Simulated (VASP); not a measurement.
# ZnO (R-3m) in VASP: further runs

The runs below take ZnO through single point, with PBE, r2SCAN.

Program: VASP 6.6.1. These are calculated values, not measurements. Logs are shortened: lines on timing, memory, paths and dates and some standing lists are left out, and cuts for length are marked.

## (1) The cell of the first run

Symmetry: R-3m, No. 166, trigonal system. Conventional cell: a = 3.018 Å, b = 3.018 Å, c = 7.697 Å, α = 90.00°, β = 90.00°, γ = 120.00°. Zn (site symmetry -3m) has 6 O at 2.16 Å within 2.9 Å. O (site symmetry -3m) has 6 Zn at 2.16 Å within 2.9 Å.

## (2) Single point, PBE (strain along [111] +4.1%)

Input file INCAR:

```
SYSTEM = ZnO
ALGO = Normal ; EDIFF = 1E-6
ENCUT = 520 ; GGA = PE
ISIF = 2 ; ISMEAR = -1
LASPH = .TRUE. ; LCHARG = .FALSE.
LREAL = .FALSE. ; LWAVE = .FALSE.
NBANDS = 16 ; NELM = 80
PREC = Accurate ; SIGMA = 0.02
```

Input file KPOINTS:

```
k-points
0
G
  10 10 10
  0 0 0
```

Input file POSCAR:

```
ZnO
1.0
    0.0587498116      2.1925202079      2.1925202079
    2.1925202079      0.0587498116      2.1925202079
    2.1925202079      2.1925202079      0.0587498116
Zn O
1 1
Direct
    0.0000000000      0.0000000000      0.0000000000
    0.5000000000      0.5000000000      0.5000000000
```

Potentials or basis: VASP PAW PBE potentials, release 64 (Zn, O).

The run is started by

```console
$ cat potpaw_PBE.64/Zn/POTCAR potpaw_PBE.64/O/POTCAR > POTCAR
$ mpirun -np 1 vasp_std > vasp.out
```

OUTCAR:

```text
SYSTEM = ZnO
   EDIFF = 1E-6
   ENCUT = 520
   GGA = PE
   ISIF = 2
   ISMEAR = -1
   LASPH = .TRUE.
   LREAL = .FALSE.
   NELM = 80
   PREC = Accurate

 ion  position               nearest neighbor table
   1  0.000  0.000  0.000-   2 2.16   2 2.16   2 2.16   2 2.16   2 2.16   2 2.16
   2  0.500  0.500  0.500-   1 2.16   1 2.16   1 2.16   1 2.16   1 2.16   1 2.16

  LATTYP: Found a trigonal (rhomboedric) cell.
 ALAT       =     3.1012483397
 COS(alpha) =     0.5266065099

  Lattice vectors:

 A1 = (   0.0587498116,   2.1925202079,   2.1925202079)
 A2 = (   2.1925202079,   0.0587498116,   2.1925202079)
 A3 = (   2.1925202079,   2.1925202079,   0.0587498116)

Analysis of symmetry for initial positions (statically):
=====================================================================
 Subroutine PRICEL returns:
 Original cell was already a primitive cell.

 Routine SETGRP: Setting up the symmetry group for a
 trigonal (rhombohedral) supercell.

 Subroutine GETGRP returns: Found 12 space group operations
 (whereof 12 operations were pure point group operations)
 out of a pool of 12 trial point group operations.

The static configuration has the point symmetry D_3d.

Analysis of symmetry for dynamics (positions and initial velocities):
=====================================================================
 Subroutine PRICEL returns:
 Original cell was already a primitive cell.

 Routine SETGRP: Setting up the symmetry group for a
 trigonal (rhombohedral) supercell.

 Subroutine GETGRP returns: Found 12 space group operations
 (whereof 12 operations were pure point group operations)
 out of a pool of 12 trial point group operations.

The dynamic configuration has the point symmetry D_3d.

 Subroutine INISYM returns: Found 12 space group operations
 (whereof 12 operations are pure point group operations),
 and found     1 'primitive' translations

----------------------------------------------------------------------------------------

                                     Primitive cell

  volume of cell :      20.2325

  direct lattice vectors                    reciprocal lattice vectors
     0.058749812  2.192520208  2.192520208    -0.237424949  0.231229037  0.231229037
     2.192520208  0.058749812  2.192520208     0.231229037 -0.237424949  0.231229037
     2.192520208  2.192520208  0.058749812     0.231229037  0.231229037 -0.237424949

  length of vectors
     3.101248340  3.101248340  3.101248340     0.404109318  0.404109318  0.404109318

  position of ions in fractional coordinates (direct lattice)
     0.000000000  0.000000000  0.000000000
     0.500000000  0.500000000  0.500000000

  ion indices of the primitive-cell ions
   primitive index   ion index
                 1           1
                 2           2

----------------------------------------------------------------------------------------

 KPOINTS: k-points

Automatic generation of k-mesh.
 Grid dimensions read from file:
 generate k-points for:   10   10   10

 Generating k-lattice:

  Cartesian coordinates                     Fractional coordinates (reciprocal lattice)
    -0.023742495  0.023122904  0.023122904     0.100000000  0.000000000  0.000000000
     0.023122904 -0.023742495  0.023122904     0.000000000  0.100000000  0.000000000
     0.023122904  0.023122904 -0.023742495     0.000000000  0.000000000  0.100000000

  Length of vectors
     0.040410932  0.040410932  0.040410932

  Shift w.r.t. Gamma in fractional coordinates (k-lattice)
     0.000000000  0.000000000  0.000000000

 Subroutine IBZKPT returns following result:
 ===========================================

 Found    116 irreducible k-points:

 Following reciprocal coordinates:
            Coordinates               Weight
  0.000000  0.000000  0.000000      1.000000
  0.100000  0.000000  0.000000      6.000000
  0.200000  0.000000  0.000000      6.000000
  0.300000  0.000000 -0.000000      6.000000
  0.400000  0.000000  0.000000      6.000000
  0.500000  0.000000  0.000000      3.000000
[... 16 lines left out ...]
  0.300000  0.300000  0.000000      6.000000
  0.400000  0.300000 -0.000000     12.000000
 [... further k-points ...]
   k-points           NKPTS =    116   k-points in BZ     NKDIM =    116   number of bands    NBANDS=     16
   number of dos      NEDOS =    301   number of ions     NIONS =      2
   total plane-waves  NPLWV =  13824
   dimension x,y,z NGX =    24 NGY =   24 NGZ =   24
   dimension x,y,z NGXF=    48 NGYF=   48 NGZF=   48
   ions per type =               1   1
   NGX,Y,Z   is equivalent  to a cutoff of  12.87, 12.87, 12.87 a.u.
   NGXF,Y,Z  is equivalent  to a cutoff of  25.73, 25.73, 25.73 a.u.
 SYSTEM =  ZnO
   PREC   = accura    normal or accurate (medium, high low for compatibility)
   ISTART =      0    job   : 0-new  1-cont  2-samecut
   ICHARG =      2    charge: 1-file 2-atom 10-const
   ISPIN  =      1    spin polarized calculation?
   LNONCOLLINEAR =      F non collinear calculations
   LSORBIT =      F    spin-orbit coupling
   LASPH  =      T    aspherical Exc in radial PAW
   ENCUT  =  520.0 eV  38.22 Ry    6.18 a.u.   5.77  5.77  5.77*2*pi/ulx,y,z
   NELM   =     80;   NELMIN=  2; NELMDL= -5     # of ELM steps
   EDIFF  = 0.1E-05   stopping-criterion for ELM
   LREAL  =      F    real-space projection
   EDIFFG = 0.1E-04   stopping-criterion for IOM
   NSW    =      0    number of steps for IOM
   IBRION =     -1    ionic relax: 0-MD 1-quasi-New 2-CG
   NFREE  =      0    steps in history (QN), initial steepest desc. (CG)
   ISIF   =      2    stress and relaxation
   ISYM   =      2    0-nonsym 1-usesym 2-fastsym
   POTIM  = 0.5000    time-step for ionic-motion
   TEBEG  =    0.0;   TEEND  =   0.0 temperature during run
   PSTRESS=    0.0 pullay stress
   NELECT =      18.0000    total number of electrons
   NUPDOWN=      -1.0000    fix difference up-down
   EMIN   =  10.00;   EMAX   =-10.00  energy-range for DOS
   EFERMI =   0.00;   METHOD = LEGACY
   ISMEAR =    -1;   SIGMA  =   0.02  broadening in eV -4-tet -1-fermi 0-gaus
   EFERMI_NEDOS =   21; number of points for ismear=-14 and -15
   IALGO  =     38    algorithm
   IMIX   =      4    mixing-type and parameters
     AMIX     =   0.40;   BMIX     =  1.00
     AMIX_MAG =   1.60;   BMIX_MAG =  1.00
  volume/ion in A,a.u.               =      10.12        68.27
  Fermi-wavevector in a.u.,A,eV,Ry     =   1.574524  2.975419 33.730566  2.479127
  Thomas-Fermi vector in A             =   2.675646
   LORBIT       =      0    0 simple, 1 ext, 2 COOP (PROOUT), +10 PAW based schemes
   GGA     = PE    functional components
   LHFCALC =     F    Hartree Fock is set to
   AEXX    =    0.0000 exact exchange contribution
   IVDW    =     0    specifies the selected vdW correction
   LEPSILON=     F    determine dielectric tensor
   LRPA    =     F    only Hartree local field effects (RPA)
 non-spin polarized calculation
  energy-cutoff  :      520.00
  volume of cell :       20.23
 maximum number of plane-waves:       560
   NGX = 11   NGY = 11   NGZ = 11

 number of electron      18.0000004 magnetization

 Free energy of the ion-electron system (eV)
  ---------------------------------------------------
  ext. energy  EPLUGINS =         0.00000000
  ---------------------------------------------------
  free energy    TOTEN  =        -8.61970094 eV

  energy without entropy =       -8.61970094  energy(sigma->0) =       -8.61970094

 E-fermi :   2.7987     XC(G=0): -12.1164

 val. band max:        2.4502515853   @ k =   0.5000   0.5000   0.5000
 cond. band min:       3.1271654735   @ k =   0.0000   0.0000   0.0000
 fundamental gap:      0.6769138882
 Fermi energy:         2.7986633835

 k-point     1 :       0.0000    0.0000    0.0000
  band No.  band energies     occupation
      1     -15.8927      2.00000
      2      -2.4420      2.00000
      3      -2.3989      2.00000
      4      -2.3989      2.00000
      5      -2.1975      2.00000
      6      -2.1975      2.00000
[... 8 lines left out ...]
     15      21.4485      0.00000
     16      21.5447      0.00000

 k-point     2 :       0.1000    0.0000    0.0000
  band No.  band energies     occupation
      1     -15.7860      2.00000
      2      -2.4719      2.00000
      3      -2.4541      2.00000
      4      -2.3808      2.00000
      5      -2.2990      2.00000
      6      -2.2866      2.00000
[... 8 lines left out ...]
     15      21.3636      0.00000
     16      21.9727      0.00000

 k-point     3 :       0.2000    0.0000    0.0000
  band No.  band energies     occupation
      1     -15.4923      2.00000
      2      -2.8112      2.00000
      3      -2.7128      2.00000
      4      -2.6114      2.00000
      5      -2.2603      2.00000
      6      -2.2524      2.00000
[... 8 lines left out ...]
     15      21.9454      0.00000
     16      22.9401      0.00000

 k-point     4 :       0.3000    0.0000   -0.0000
  band No.  band energies     occupation
      1     -15.0936      2.00000
      2      -3.5864      2.00000
      3      -3.0466      2.00000
      4      -2.9106      2.00000
      5      -2.1522      2.00000
      6      -2.1312      2.00000
[... 8 lines left out ...]
     15      23.2916      0.00000
     16      24.3939      0.00000
[... 324 lines left out ...]
 k-point    22 :      -0.2000    0.2000    0.0000
  band No.  band energies     occupation
      1     -14.9824      2.00000
      2      -3.5925      2.00000
      3      -3.1091      2.00000
      4      -2.7944      2.00000
      5      -2.2203      2.00000
      6      -2.0028      2.00000
[... 8 lines left out ...]
     15      23.7036      0.00000
     16      25.1803      0.00000

 k-point    23 :       0.3000    0.3000    0.0000
  band No.  band energies     occupation
      1     -14.9592      2.00000
      2      -3.5652      2.00000
      3      -2.6678      2.00000
      4      -2.2574      2.00000
      5      -2.2262      2.00000
      6      -2.0816      2.00000
[... 8 lines left out ...]
     15      29.1640      0.00000
     16      29.8489      0.00000

 k-point    24 :       0.4000    0.3000   -0.0000
  band No.  band energies     occupation
      1     -14.7356      2.00000
      2      -3.5508      2.00000
      3      -2.7639      2.00000
      4      -2.3803      2.00000
      5      -2.1549      2.00000
      6      -1.9858      2.00000
[... 8 lines left out ...]
     15      29.3921      0.00000
     16      29.5507      0.00000

 [... further k-points ...]
[... 5 lines left out ...]
  --------------------------------------------------------------------------------------
  -------------------------------------------------------------------------------------
  Total        0.1767000      0.1767000      0.1767000     -0.2937618     -0.2937618     -0.2937618
  in kB       13.9925964     13.9925964     13.9925964    -23.2625343    -23.2625343    -23.2625343
  external PRESSURE =      13.9925964 kB  Pullay stress =       0.0000000 kB

 VOLUME and BASIS-vectors are now :
 -----------------------------------------------------------------------------
  energy-cutoff  :      520.00
  volume of cell :       20.23
      direct lattice vectors                 reciprocal lattice vectors
     0.058749812  2.192520208  2.192520208    -0.237424949  0.231229037  0.231229037
     2.192520208  0.058749812  2.192520208     0.231229037 -0.237424949  0.231229037
     2.192520208  2.192520208  0.058749812     0.231229037  0.231229037 -0.237424949

 POSITION                                       TOTAL-FORCE (eV/Angst)
 -----------------------------------------------------------------------------------
      0.00000      0.00000      0.00000         0.000000      0.000000      0.000000
      2.22190      2.22190      2.22190        -0.000000      0.000000     -0.000000
 -----------------------------------------------------------------------------------
    total drift:                                0.000000     -0.000000     -0.000000

  FREE ENERGIE OF THE ION-ELECTRON SYSTEM (eV)
  ---------------------------------------------------
  free  energy   TOTEN  =        -8.6197009374 eV

  energy  without entropy=       -8.6197009372  energy(sigma->0) =       -8.61970094
```

Run time: 25 s. Hardware: 1 thread of Intel Xeon 6975P-C, shared host; peak memory 0.16 GiB.

What came out:

| Item | Value |
| --- | --- |
| Free energy | -8.6197 eV |
| Pressure | 1.4 GPa |
| Band gap on the k mesh | 0.68 eV, indirect (least direct gap 1.86 eV) |

Levels at points of the mesh, in eV from the valence-band top:
```tsv
k point	band 6	band 7	band 8	band 9	band 10	band 11	band 12	band 13
(0.00, 0.00, 0.00)	-4.65	-1.50	-1.18	-1.18	0.68	17.03	17.79	18.14
(0.50, 0.00, 0.00)	-4.44	-3.59	-0.07	-0.04	5.23	8.86	12.25	12.64
(0.50, 0.50, 0.00)	-4.35	-4.08	-2.82	-2.50	4.02	10.39	11.20	14.87
(0.50, 0.50, 0.50)	-4.48	-3.74	0.00	0.00	5.63	8.43	13.17	13.17
```

Caveat: the cell differs from its parent crystal (strain along [111] +4.1%). A k mesh can miss the band edges.

(Part 1 of 2 ends here.)
